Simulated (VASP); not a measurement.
Set up this calculation in VASP 6.6.1, as the native input.

- Task: single point
- Functional: PBEsol
- Potentials or basis: VASP PAW PBE potentials, release 64 (K_sv, Ta_pv, O)
- Cutoff: 520 eV
- k mesh: 8 × 8 × 8
- Occupations: gaussian, width 0.05 eV
- Spin: no spin polarisation
- Dipole correction: no
- Further INCAR settings: ALGO = Normal; EDIFF = 1e-07; NBANDS = 27

The structure of KTaO3 lies in POSCAR:

```
KTaO3
1.0
    3.5894700000      0.0000000000      0.0000000000
    0.0000000000      3.9883000000      0.0000000000
    0.0000000000      0.0000000000      3.9883000000
K Ta O
1 1 3
Direct
    0.5000000000      0.5000000000      0.5000000000
    0.0000000000      0.0000000000      0.0000000000
    0.5000000000      0.0000000000      0.0000000000
    0.0000000000      0.5000000000      0.0000000000
    0.0000000000      0.0000000000      0.5000000000
```

This cell differs from its parent crystal: strain -0.1000 x Voigt [1, 0, 0, 0, 0, 0].

These files were run (other wordings do the same):

INCAR

```
SYSTEM = KTaO3
ALGO = Normal ; EDIFF = 1E-7
ENCUT = 520 ; GGA = PS
ISIF = 2 ; ISMEAR = 0
LASPH = .True. ; LCHARG = .False.
LREAL = .False. ; LWAVE = .False.
NBANDS = 27 ; NELM = 60
PREC = Accurate ; SIGMA = 0.05
```

KPOINTS

```
k-points
0
Gamma
  8 8 8
  0 0 0
```

Potentials or basis: VASP PAW PBE potentials, release 64 (K_sv, Ta_pv, O).

The run is started by

```bash
$ cat potpaw_PBE.64/K_sv/POTCAR potpaw_PBE.64/Ta_pv/POTCAR potpaw_PBE.64/O/POTCAR > POTCAR
$ mpirun -np 1 vasp_std > vasp.out
```

Results of the run:

* Pressure: 33.5 GPa
* Band gap on the k mesh: 2.08 eV (least direct gap 2.39 eV)

Caveat: the cell differs from its parent crystal (strain -0.1000 x Voigt [1, 0, 0, 0, 0, 0]); the cell stands under pressure; the PAW data sets were made with another functional, which shifts forces and pressure a little; spin-orbit coupling is left out, which moves the levels of the heavy elements.

It took 96 s on 1 thread of Intel(R) Xeon(R) Platinum 8559C (Emerald Rapids) (shared host), peak memory 0.24 GiB.
